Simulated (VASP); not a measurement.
Set up this calculation in VASP 6.6.1, as the native input.

| Property | Result |
| --- | --- |
| Task | relaxation of cell and atoms |
| Functional | PBE |
| Potentials or basis | VASP PAW PBE potentials, release 64 (K_sv, Tm_3, I), 4f in core |
| Cutoff | 500 eV |
| k mesh | 4 × 6 × 4 |
| Occupations | gaussian, width 0.02 eV |
| Spin | no spin polarisation |
| Dipole correction | no |
| Further INCAR settings | ALGO = Normal; EDIFF = 1e-07; IBRION = 2; EDIFFG = -0.01; NSW = 100; ISIF = 3 |

The structure of KTmI4 lies in POSCAR:

```
KTmI4
1.0
    7.2954873872      0.0000000000      0.0000000000
    0.0000000000      4.5387390452      0.0000000000
   -0.3065176437      0.0000000000      8.3148134255
K Tm I
1 1 4
Direct
    0.5000000000      0.5000000000      0.5000000000
    0.0000000000      0.0000000000      0.0000000000
    0.2386860033      0.5000000000      0.8776783904
    0.7613139967      0.5000000000      0.1223216096
    0.7914612553      0.0000000000      0.6915120607
    0.2085387447      0.0000000000      0.3084879393
```

The cell was generated, and may not be a known phase.

One way to write it, as run:

INCAR

```
ALGO     = Normal         # electronic algorithm
EDIFF    = 1E-7           # SCF threshold, eV
EDIFFG   = -0.01          # ionic threshold
ENCUT    = 500            # plane-wave cutoff, eV
GGA      = PE             # functional
GGA_COMPAT= F            
IBRION   = 2              # ionic algorithm
ISIF     = 3              # what is computed and relaxed
ISMEAR   = 0              # smearing method
LASPH    = T              # aspherical terms in the spheres
LCHARG   = F              # write CHGCAR
LMAXMIX  = 6              # l up to which the mixer works
LREAL    = F              # projectors in reciprocal space
LWAVE    = F              # write WAVECAR
NELM     = 200            # most SCF steps
NELMIN   = 4            
NSW      = 100            # ionic steps
PREC     = Accurate       # precision mode
SIGMA    = 0.02           # smearing width, eV
```

KPOINTS

```
k-points
0
Gamma
  4 6 4
```

Potentials or basis: VASP PAW PBE potentials, release 64 (K_sv, Tm_3, I), 4f in core.

Command:

```console
$ cat potpaw_PBE.64/K_sv/POTCAR potpaw_PBE.64/Tm_3/POTCAR potpaw_PBE.64/I/POTCAR > POTCAR
$ mpirun -np 1 vasp_std > vasp.out
```

It gave:

| Property | Result |
| --- | --- |
| Relaxed volume | 47.57 Å³/atom |
| Relaxed cell | a = 7.618 Å, b = 4.554 Å, c = 8.242 Å, α = 90.00°, β = 93.45°, γ = 90.00° |
| Space group after relaxing (to 0.1 Å) | P2/m (No. 10) |
| Energy gained by relaxing | 1.9 meV/atom |
| Ionic steps | 27 |
| Pressure after relaxing | 0.0 GPa |
| Largest force after relaxing | 0.007 eV/Å |
| Band gap on the k mesh | 2.57 eV |

Caveat: spin-orbit coupling is left out, which moves the levels of the heavy elements; the 4f electrons are frozen in the core, so they carry no moment and show no levels.

Wall time 78 min on 1 thread of Intel(R) Xeon(R) 6975P-C (Granite Rapids) (shared host), peak memory 0.59 GiB.
